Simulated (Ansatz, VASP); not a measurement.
**Two plane-wave programs on WS2**

INCAR

```
SYSTEM = WS2
PREC = Accurate ; ENCUT = 500
EDIFF = 1E-6 ; ISMEAR = 1
SIGMA = 0.1 ; LREAL = .False.
LASPH = .True. ; NELM = 120
ALGO = Normal ; ISIF = 2
LWAVE = .False. ; LCHARG = .False.
NBANDS = 20 ; GGA_COMPAT = .False.
```

KPOINTS

```
regular mesh
0
Gamma
  6 6 1
  0 0 0
```

Contents of POSCAR:

```
WS2
1.0
    3.1835200000      0.0000000000      0.0000000000
   -1.5917600000      2.7570100000      0.0000000000
    0.0000000000      0.0000000000     16.9505800000
W S
1 2
Direct
    0.3450761216      0.6554316683     -0.0011470205
    0.6730432051      0.3139563464      0.9086598083
    0.6872064766      0.3263245049      0.0906621068
```

Input for Ansatz:

```yaml
crystal:
  lattice:
    - [3.18352, 0.0, 0.0]
    - [-1.59176, 2.75701, 0.0]
    - [0.0, 0.0, 16.95058]
  atoms:
    - { symbol: W, position: [0.34507612156727535, 0.6554316682605129, -0.0011470204866656426] }
    - { symbol: S, position: [0.6730432051140276, 0.31395634636226133, 0.9086598083051467] }
    - { symbol: S, position: [0.6872064766388358, 0.32632450489570863, 0.09066210682380041] }
basis:
  ecutwfc: 450.0
kpoints:
  mp_grid:
    grid: [6, 6, 1]
hamiltonian:
  xc: lda
scf:
  max_iter: 50
  occupations:
    method: cold
    width: 0.1
output:
  forces: true
```

Alike in both runs: task single point; functional LDA; k mesh 6 × 6 × 1; no spin polarisation.

|  | VASP | Ansatz |
| --- | --- | --- |
| version | VASP 6.6.1 | Ansatz 0.2.0 |
| potentials or method | VASP PAW LDA potentials, release 64 (W_sv, S), cutoff 500 eV | plane waves, PAW |
| occupations | methfessel-paxton of order 1, width 0.1 eV | cold, width 0.1 eV |
| valence electrons in the cell | 26 | 26 |

|  | VASP | Ansatz | Ansatz less VASP |
| --- | --- | --- | --- |
| rms of the force components (eV/Å) | 0.229 | 0.230 | +0.0009 |

LDA's correlation is that of Perdew and Zunger in VASP and of Perdew and Wang (1992) in Ansatz. Atom by atom the forces differ by 0.019 eV/Å (rms over components).

Spin-orbit coupling is off throughout.
